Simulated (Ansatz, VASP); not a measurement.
## Two plane-wave programs on C

File INCAR:

```
SYSTEM = C
ALGO = Normal
EDIFF = 1E-6
ENCUT = 520
GGA = PS
ISIF = 2
ISMEAR = 0
LASPH = .True.
LCHARG = .True.
LELF = .True.
LREAL = .False.
LVHAR = .True.
LWAVE = .False.
NBANDS = 16
NELM = 100
PREC = Accurate
SIGMA = 0.15
```

Contents of KPOINTS:

```
k-points
0
Gamma
  18 18 6
  0 0 0
```

File POSCAR:

```
C
1.0
    1.2008278601     -2.1786926318      0.0000000000
    1.2008278601      2.1786926318      0.0000000000
    0.0000000000      0.0000000000      7.3778182888
C
4
Direct
    0.0833216498      0.9166783502      0.7498439858
    0.5833216498      0.4166783502      0.2501560142
    0.9166783502      0.0833216498      0.2501560142
    0.4166783502      0.5833216498      0.7498439858
```

Input for Ansatz:

```yaml
crystal:
  lattice:
    - [1.2008278601, -2.1786926318, 0.0]
    - [1.2008278601, 2.1786926318, 0.0]
    - [0.0, 0.0, 7.3778182888]
  atoms:
    - { symbol: C, position: [0.0833216498, 0.9166783502, 0.7498439858] }
    - { symbol: C, position: [0.5833216498, 0.4166783502, 0.2501560142] }
    - { symbol: C, position: [0.9166783502, 0.0833216498, 0.2501560142] }
    - { symbol: C, position: [0.4166783502, 0.5833216498, 0.7498439858] }
basis:
  ecutwfc: 520.0
kpoints:
  mp_grid: { grid: [18, 18, 6] }
hamiltonian:
  xc: pbesol
  pseudopotentials: { kind: paw, azcp: { folder: soft_1 } }
scf:
  occupations: { method: gaussian, width: 0.15 }
output:
  forces: true
  stress: true
  eigenvalues: true
```

Change from the starting cell: normal strain along x -0.0233, normal strain along y +0.0233.

Alike in both runs: task single point; functional PBEsol; k mesh 18 × 18 × 6; occupations gaussian, width 0.15 eV; no spin polarisation.

|  | VASP | Ansatz |
| --- | --- | --- |
| version | VASP 6.6.1 | Ansatz 0.2.0 |
| potentials or method | VASP PAW PBE potentials, release 64 (C), cutoff 520 eV | scalar-relativistic, plane waves, PAW |
| valence electrons in the cell | 16 | 16 |

VASP gave:

* gap on the k mesh at the Fermi level (eV): 0.10
* least direct gap on the mesh (eV): 0.10
* pressure (GPa): 1.4
* traceless stress, the component that is largest in VASP (GPa): 19.94
* rms of the force components (eV/Å): 0.296

Question: Which values does Ansatz return?

Answer: gap on the k mesh at the Fermi level (eV): 0.10; least direct gap on the mesh (eV): 0.10; pressure (GPa): 0.7; traceless stress, the component that is largest in VASP (GPa): 19.50; rms of the force components (eV/Å): 0.289.

VASP's potentials were made for PBE, not for PBEsol, and Ansatz warns of the same on its side. Atom by atom the forces differ by 0.007 eV/Å (rms over components).
